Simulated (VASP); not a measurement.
Here is a VASP 6.6.1 calculation.

Contents of INCAR:

```
SYSTEM = Mo
PREC = Accurate ; ENCUT = 500
EDIFF = 1E-6 ; ISMEAR = -1
SIGMA = 0.1 ; LREAL = .FALSE.
LASPH = .TRUE. ; NELM = 120
ALGO = Normal ; ISIF = 2
LWAVE = .FALSE. ; LCHARG = .FALSE.
GGA = CA ; NBANDS = 13
GGA_COMPAT = .FALSE.
```

The input KPOINTS:

```
regular mesh
0
G
  14 14 14
  0 0 0
```

Contents of POSCAR:

```
Mo
1.0
    2.6563492484      0.0000000000      0.0000000000
    0.0000000000      2.6563492484      0.0000000000
    0.0000000000      0.0000000000      2.6563492484
Mo
1
Direct
    0.0000000000      0.0000000000      0.0000000000
```

Potentials or basis: VASP PAW LDA potentials, release 64 (Mo_sv).

Run with:

```sh
$ cat potpaw_LDA.64/Mo_sv/POTCAR > POTCAR
$ mpirun -np 1 vasp_std > vasp.out
```

Q: Estimate the pressure.

A: -19.5 GPa.

Q: Predict the band gap on the k mesh.

A: Zero (bands 7 and 8 overlap by 2.12 eV).

Caveat: the cell stands under tension.
